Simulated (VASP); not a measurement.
# SnO2 (P4_2/mnm) in VASP: single point with r2SCAN

Aim: the single point of SnO2 with r2SCAN.

Everything below comes from runs of VASP 6.6.1. Logs are shortened: lines on timing, memory, paths and dates and some standing lists are left out, and cuts for length are marked.

## Step 1: The cell of the first run

It takes space group P4_2/mnm (No. 136, tetragonal). The conventional cell has a = 4.738 Å, b = 4.738 Å, c = 3.187 Å, α = 90.00°, β = 90.00°, γ = 90.00°. Sn (site symmetry mmm) has 6 O at 2.05 to 2.06 Å within 2.7 Å. O (site symmetry m2m) has 3 Sn at 2.05 to 2.06 Å and 1 O at 2.59 Å within 2.7 Å.

## Step 2: Single point, r2SCAN

The input, POSCAR:

```
SnO2
1.0
    4.7380000000      0.0000000000      0.0000000000
    0.0000000000      4.7380000000      0.0000000000
    0.0000000000      0.0000000000      3.1865000000
Sn O
2 4
Direct
    0.0000000000      0.0000000000      0.0000000000
    0.5000000000      0.5000000000      0.5000000000
    0.3071000000      0.3071000000      0.0000000000
    0.1929000000      0.8071000000      0.5000000000
    0.6929000000      0.6929000000      0.0000000000
    0.8071000000      0.1929000000      0.5000000000
```

The input, INCAR.step1:

```
  PREC = Accurate
  ENCUT = 520
  ISMEAR = 0
  SIGMA = 0.01
  LREAL = False
  LASPH = True
  NELM = 60
  NBANDS = 35
  GGA = PE
  ALGO = Normal
  EDIFF = 1E-4
  LWAVE = True
  LCHARG = False
```

The input, INCAR.step2:

```
  PREC = Accurate
  ENCUT = 520
  EDIFF = 1E-6
  ISMEAR = 0
  SIGMA = 0.01
  LREAL = False
  LASPH = True
  NELM = 60
  ALGO = Normal
  ISIF = 2
  LWAVE = False
  LCHARG = False
  METAGGA = R2SCAN
  LMIXTAU = True
  NBANDS = 35
  ISTART = 1
```

The input, KPOINTS:

```
Automatic mesh
0
Gamma
  6 6 9
```

Potentials or basis: VASP PAW PBE potentials, release 64 (Sn_d, O).

Command:

```
cat potpaw_PBE.64/Sn_d/POTCAR potpaw_PBE.64/O/POTCAR > POTCAR
cp INCAR.step1 INCAR
mpirun -np 1 vasp_std > vasp.out
cp INCAR.step2 INCAR
mpirun -np 1 vasp_std > vasp.out
```

OUTCAR:

```text
PREC = Accurate
   ENCUT = 520
   EDIFF = 1E-6
   ISMEAR = 0
   LREAL = False
   LASPH = True
   NELM = 60
   ISIF = 2
   METAGGA = R2SCAN
   ISTART = 1

 ion  position               nearest neighbor table
   1  0.000  0.000  0.000-   4 2.05   6 2.05   4 2.05   6 2.05   5 2.06   3 2.06   2 3.71   2 3.71
                             2 3.71   2 3.71   2 3.71   2 3.71   2 3.71   2 3.71
   2  0.500  0.500  0.500-   3 2.05   5 2.05   3 2.05   5 2.05   4 2.06   6 2.06   1 3.71   1 3.71
                             1 3.71   1 3.71   1 3.71   1 3.71   1 3.71   1 3.71
   3  0.307  0.307  0.000-   2 2.05   2 2.05   1 2.06
   4  0.193  0.807  0.500-   1 2.05   1 2.05   2 2.06
   5  0.693  0.693  0.000-   2 2.05   2 2.05   1 2.06
   6  0.807  0.193  0.500-   1 2.05   1 2.05   2 2.06

  LATTYP: Found a simple tetragonal cell.
 ALAT       =     4.7380000000
 C/A-ratio  =     0.6725411566

  Lattice vectors:

 A1 = (   4.7380000000,   0.0000000000,   0.0000000000)
 A2 = (   0.0000000000,   4.7380000000,   0.0000000000)
 A3 = (   0.0000000000,   0.0000000000,   3.1865000000)

Analysis of symmetry for initial positions (statically):
=====================================================================
 Subroutine PRICEL returns:
 Original cell was already a primitive cell.

 Routine SETGRP: Setting up the symmetry group for a
 simple tetragonal supercell.

 Subroutine GETGRP returns: Found 16 space group operations
 (whereof  8 operations were pure point group operations)
 out of a pool of 16 trial point group operations.

The static configuration has the point symmetry D_2h.
 The point group associated with its full space group is D_4h.

Analysis of symmetry for dynamics (positions and initial velocities):
=====================================================================
 Subroutine PRICEL returns:
 Original cell was already a primitive cell.

 Routine SETGRP: Setting up the symmetry group for a
 simple tetragonal supercell.

 Subroutine GETGRP returns: Found 16 space group operations
 (whereof  8 operations were pure point group operations)
 out of a pool of 16 trial point group operations.

The dynamic configuration has the point symmetry D_2h.
 The point group associated with its full space group is D_4h.

 Subroutine INISYM returns: Found 16 space group operations
 (whereof  8 operations are pure point group operations),
 and found     1 'primitive' translations

----------------------------------------------------------------------------------------

                                     Primitive cell

  volume of cell :      71.5326

  direct lattice vectors                    reciprocal lattice vectors
     4.738000000  0.000000000  0.000000000     0.211059519  0.000000000  0.000000000
     0.000000000  4.738000000  0.000000000     0.000000000  0.211059519  0.000000000
     0.000000000  0.000000000  3.186500000     0.000000000  0.000000000  0.313823945

  length of vectors
     4.738000000  4.738000000  3.186500000     0.211059519  0.211059519  0.313823945

  position of ions in fractional coordinates (direct lattice)
     0.000000000  0.000000000  0.000000000
     0.500000000  0.500000000  0.500000000
     0.307100000  0.307100000  0.000000000
     0.192900000  0.807100000  0.500000000
     0.692900000  0.692900000  0.000000000
     0.807100000  0.192900000  0.500000000

  ion indices of the primitive-cell ions
   primitive index   ion index
                 1           1
                 2           2
                 3           3
                 4           4
                 5           5
                 6           6

----------------------------------------------------------------------------------------

 KPOINTS: Automatic mesh

Automatic generation of k-mesh.
 Grid dimensions read from file:
 generate k-points for:    6    6    9

 Generating k-lattice:

  Cartesian coordinates                     Fractional coordinates (reciprocal lattice)
     0.035176586  0.000000000  0.000000000     0.166666667  0.000000000  0.000000000
     0.000000000  0.035176586  0.000000000     0.000000000  0.166666667  0.000000000
     0.000000000  0.000000000  0.034869327     0.000000000  0.000000000  0.111111111

  Length of vectors
     0.035176586  0.035176586  0.034869327

  Shift w.r.t. Gamma in fractional coordinates (k-lattice)
     0.000000000  0.000000000  0.000000000

 Subroutine IBZKPT returns following result:
 ===========================================

 Found     50 irreducible k-points:

 Following reciprocal coordinates:
            Coordinates               Weight
  0.000000  0.000000  0.000000      1.000000
  0.166667  0.000000  0.000000      4.000000
  0.333333  0.000000  0.000000      4.000000
  0.500000  0.000000  0.000000      2.000000
  0.166667  0.166667  0.000000      4.000000
  0.333333  0.166667  0.000000      8.000000
[... 16 lines left out ...]
  0.333333  0.000000  0.222222      8.000000
  0.500000  0.000000  0.222222      4.000000
 [... further k-points ...]
   k-points           NKPTS =     50   k-points in BZ     NKDIM =     50   number of bands    NBANDS=     35
   number of dos      NEDOS =    301   number of ions     NIONS =      6
   total plane-waves  NPLWV =  31104
   dimension x,y,z NGX =    36 NGY =   36 NGZ =   24
   dimension x,y,z NGXF=    72 NGYF=   72 NGZF=   48
   ions per type =               2   4
   NGX,Y,Z   is equivalent  to a cutoff of  12.63, 12.63, 12.52 a.u.
   NGXF,Y,Z  is equivalent  to a cutoff of  25.26, 25.26, 25.04 a.u.
 SYSTEM =  unknown system
   PREC   = accura    normal or accurate (medium, high low for compatibility)
   ISTART =      1    job   : 0-new  1-cont  2-samecut
   ICHARG =      0    charge: 1-file 2-atom 10-const
   ISPIN  =      1    spin polarized calculation?
   LNONCOLLINEAR =      F non collinear calculations
   LSORBIT =      F    spin-orbit coupling
   LASPH  =      T    aspherical Exc in radial PAW
   ENCUT  =  520.0 eV  38.22 Ry    6.18 a.u.   8.81  8.81  5.92*2*pi/ulx,y,z
   NELM   =     60;   NELMIN=  2; NELMDL=  0     # of ELM steps
   EDIFF  = 0.1E-05   stopping-criterion for ELM
   LREAL  =      F    real-space projection
   EDIFFG = 0.1E-04   stopping-criterion for IOM
   NSW    =      0    number of steps for IOM
   IBRION =     -1    ionic relax: 0-MD 1-quasi-New 2-CG
   NFREE  =      0    steps in history (QN), initial steepest desc. (CG)
   ISIF   =      2    stress and relaxation
   ISYM   =      2    0-nonsym 1-usesym 2-fastsym
   POTIM  = 0.5000    time-step for ionic-motion
   TEBEG  =    0.0;   TEEND  =   0.0 temperature during run
   PSTRESS=    0.0 pullay stress
   NELECT =      52.0000    total number of electrons
   NUPDOWN=      -1.0000    fix difference up-down
   EMIN   =  10.00;   EMAX   =-10.00  energy-range for DOS
   EFERMI =   0.00;   METHOD = LEGACY
   ISMEAR =     0;   SIGMA  =   0.01  broadening in eV -4-tet -1-fermi 0-gaus
   EFERMI_NEDOS =   21; number of points for ismear=-14 and -15
   IALGO  =     38    algorithm
   IMIX   =      4    mixing-type and parameters
     AMIX     =   0.40;   BMIX     =  1.00
     AMIX_MAG =   1.60;   BMIX_MAG =  1.00
  volume/ion in A,a.u.               =      11.92        80.45
  Fermi-wavevector in a.u.,A,eV,Ry     =   1.472000  2.781677 29.480903  2.166785
  Thomas-Fermi vector in A             =   2.587068
   LORBIT       =      0    0 simple, 1 ext, 2 COOP (PROOUT), +10 PAW based schemes
   METAGGA = R2SCAN    functional components
   LHFCALC =     F    Hartree Fock is set to
   AEXX    =    0.0000 exact exchange contribution
   IVDW    =     0    specifies the selected vdW correction
   LEPSILON=     F    determine dielectric tensor
   LRPA    =     F    only Hartree local field effects (RPA)
 non-spin polarized calculation
 Gauss-broadening in eV      SIGMA  =   0.01
  energy-cutoff  :      520.00
  volume of cell :       71.53
 maximum number of plane-waves:      1952
 NGX is ok and might be reduce to    36
   NGX = 17   NGY = 17   NGZ = 11

 number of electron      51.9999993 magnetization

 Free energy of the ion-electron system (eV)
  ---------------------------------------------------
  ext. energy  EPLUGINS =         0.00000000
  ---------------------------------------------------
  free energy    TOTEN  =       -84.60584778 eV

  energy without entropy =      -84.60584778  energy(sigma->0) =      -84.60584778

 E-fermi :   5.8344     XC(G=0): -12.0461

 val. band max:        5.7121265225   @ k =   0.0000   0.0000   0.0000
 cond. band min:       7.6983293624   @ k =   0.0000   0.0000   0.0000
 fundamental gap:      1.9862028399
 Fermi energy:         5.8343523917

 k-point     1 :       0.0000    0.0000    0.0000
  band No.  band energies     occupation
      1     -16.0433      2.00000
      2     -15.1307      2.00000
      3     -14.7678      2.00000
      4     -14.7678      2.00000
      5     -14.7383      2.00000
      6     -14.6943      2.00000
[... 27 lines left out ...]
     34      18.9316      0.00000
     35      19.2033      0.00000

 k-point     2 :       0.1667    0.0000    0.0000
  band No.  band energies     occupation
      1     -15.9951      2.00000
      2     -15.1839      2.00000
      3     -14.7662      2.00000
      4     -14.7661      2.00000
      5     -14.7426      2.00000
      6     -14.7409      2.00000
[... 27 lines left out ...]
     34      18.8888      0.00000
     35      19.1655      0.00000

 k-point     3 :       0.3333    0.0000    0.0000
  band No.  band energies     occupation
      1     -15.8541      2.00000
      2     -15.3775      2.00000
      3     -14.7757      2.00000
      4     -14.7628      2.00000
      5     -14.7626      2.00000
      6     -14.7495      2.00000
[... 27 lines left out ...]
     34      18.8691      0.00000
     35      19.1157      0.00000
[... 723 lines left out ...]
 k-point    23 :       0.3333    0.0000    0.2222
  band No.  band energies     occupation
      1     -15.7265      2.00000
      2     -15.5003      2.00000
      3     -15.1597      2.00000
      4     -14.9206      2.00000
      5     -14.6457      2.00000
      6     -14.6450      2.00000
[... 27 lines left out ...]
     34      18.9592      0.00000
     35      19.0683      0.00000

 k-point    24 :       0.5000    0.0000    0.2222
  band No.  band energies     occupation
      1     -15.6309      2.00000
      2     -15.6309      2.00000
      3     -15.0413      2.00000
      4     -15.0413      2.00000
      5     -14.6393      2.00000
      6     -14.6393      2.00000
[... 27 lines left out ...]
     34      19.0846      0.00000
     35      19.4771      0.00000

 [... further k-points ...]
[... 5 lines left out ...]
  --------------------------------------------------------------------------------------
  -------------------------------------------------------------------------------------
  Total        1.7367725      1.7367725      2.5540770      0.0000000      0.0000000      0.0000000
  in kB       38.8999882     38.8999882     57.2058616      0.0000000      0.0000000      0.0000000
  external PRESSURE =      45.0019460 kB  Pullay stress =       0.0000000 kB

 VOLUME and BASIS-vectors are now :
 -----------------------------------------------------------------------------
  energy-cutoff  :      520.00
  volume of cell :       71.53
      direct lattice vectors                 reciprocal lattice vectors
     4.738000000  0.000000000  0.000000000     0.211059519  0.000000000  0.000000000
     0.000000000  4.738000000  0.000000000     0.000000000  0.211059519  0.000000000
     0.000000000  0.000000000  3.186500000     0.000000000  0.000000000  0.313823945

 POSITION                                       TOTAL-FORCE (eV/Angst)
 -----------------------------------------------------------------------------------
      0.00000      0.00000      0.00000         0.000000     -0.000000      0.000000
      2.36900      2.36900      1.59325         0.000000     -0.000000      0.000000
      1.45504      1.45504      0.00000        -0.195794     -0.195794      0.000000
      0.91396      3.82404      1.59325         0.195794     -0.195794      0.000000
      3.28296      3.28296      0.00000         0.195794      0.195794      0.000000
      3.82404      0.91396      1.59325        -0.195794      0.195794      0.000000
 -----------------------------------------------------------------------------------
    total drift:                               -0.000000      0.000000      0.000000

  FREE ENERGIE OF THE ION-ELECTRON SYSTEM (eV)
  ---------------------------------------------------
  free  energy   TOTEN  =       -84.6058477822 eV

  energy  without entropy=      -84.6058477822  energy(sigma->0) =      -84.60584778
```

Wall time 17 min (1 thread of AMD EPYC 7R13, shared host); peak memory 0.21 GiB.

What came out:

```yaml
Free_energy: -84.6058 eV
Pressure: 4.5 GPa
Largest_force: 0.277 eV/Å
Band_gap_on_the_k_mesh: 1.99 eV, direct
```

Forces in eV/Å, atoms in the order of the input:
```
Sn   0.000  0.000  0.000
Sn   0.000  0.000  0.000
O   -0.196 -0.196  0.000
O    0.196 -0.196  0.000
O    0.196  0.196  0.000
O   -0.196  0.196  0.000
```

Caveat: the PAW data sets were made with another functional, which shifts forces and pressure a little; spin-orbit coupling is left out, which moves the levels of the heavy elements. r2SCAN opens gaps a little over a GGA but as a rule still falls short of measured ones.
